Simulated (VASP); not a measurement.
A run of VASP 6.6.1 is set up as follows.

Contents of INCAR:

```
SYSTEM = H2C7
ALGO = Normal
DIPOL = 0.5 0.5 0.345
EDIFF = 1E-6
ENCUT = 520
GGA = PE
IDIPOL = 3
ISIF = 2
ISMEAR = 0
LASPH = .TRUE.
LCHARG = .FALSE.
LDIPOL = .TRUE.
LREAL = Auto
LWAVE = .FALSE.
NBANDS = 84
NELM = 100
PREC = Accurate
SIGMA = 0.05
```

Contents of KPOINTS:

```
k-points
0
G
  5 5 1
  0 0 0
```

POSCAR

```
H2C7
1.0
    5.0508284795      0.0000000000      0.0000000000
    0.0000000000      5.0508284795      0.0000000000
    0.0000000000      0.0000000000     18.8596184069
C H
28 8
Direct
    0.5000000000      0.5000000000      0.2466861049
    0.5000000000      0.0000000000      0.2466861049
    0.0000000000      0.5000000000      0.2466861049
    0.0000000000      0.0000000000      0.2466861049
    0.7500000000      0.5000000000      0.2940289910
    0.7500000000      0.0000000000      0.2940289910
    0.2500000000      0.5000000000      0.2940289910
    0.2500000000      0.0000000000      0.2940289910
    0.7500000000      0.7500000000      0.3413718772
    0.7500000000      0.2500000000      0.3413718772
    0.2500000000      0.7500000000      0.3413718772
    0.2500000000      0.2500000000      0.3413718772
   -0.0029410317      0.7500000000      0.3904029688
   -0.0029479620      0.2500000000      0.3904064097
    0.5014106084      0.7500000000      0.3823519711
    0.5013917705      0.2500000000      0.3823603844
   -0.0044585103     -0.0000008849      0.4389926657
   -0.0044585103      0.5000008849      0.4389926657
    0.5041411041     -0.0000347284      0.4248080702
    0.5041411041      0.5000347284      0.4248080702
    0.2620827245     -0.0000056425      0.4776703973
    0.2620827245      0.5000056425      0.4776703973
    0.7289653028     -0.0000220912      0.4816265369
    0.7289653028      0.5000220912      0.4816265369
    0.3634202552      0.2500000000      0.5064511484
    0.3635002668      0.7500000000      0.5064511484
    0.6327035795      0.2500000000      0.5171968971
    0.6327696120      0.7500000000      0.5172757541
    0.5000000000      0.6422973790      0.2067119476
    0.5000000000      0.3577026210      0.2067119476
    0.5000000000      0.1422973790      0.2067119476
    0.5000000000     -0.1422973790      0.2067119476
    0.0000000000      0.3577812996      0.2066501452
    0.0000000000      0.6422187004      0.2066501452
    0.0000000000     -0.1422187004      0.2066501452
    0.0000000000      0.1422187004      0.2066501452
```

Potentials or basis: VASP PAW PBE potentials, release 64 (C, H).

Run with:

```sh
$ cat potpaw_PBE.64/C/POTCAR potpaw_PBE.64/H/POTCAR > POTCAR
$ mpirun -np 1 vasp_std > vasp.out
```

(1) Predict the band gap on the k mesh.

(2) Estimate the largest force.

Results:

(1) 1.17 eV.

(2) 3.928 eV/Å.
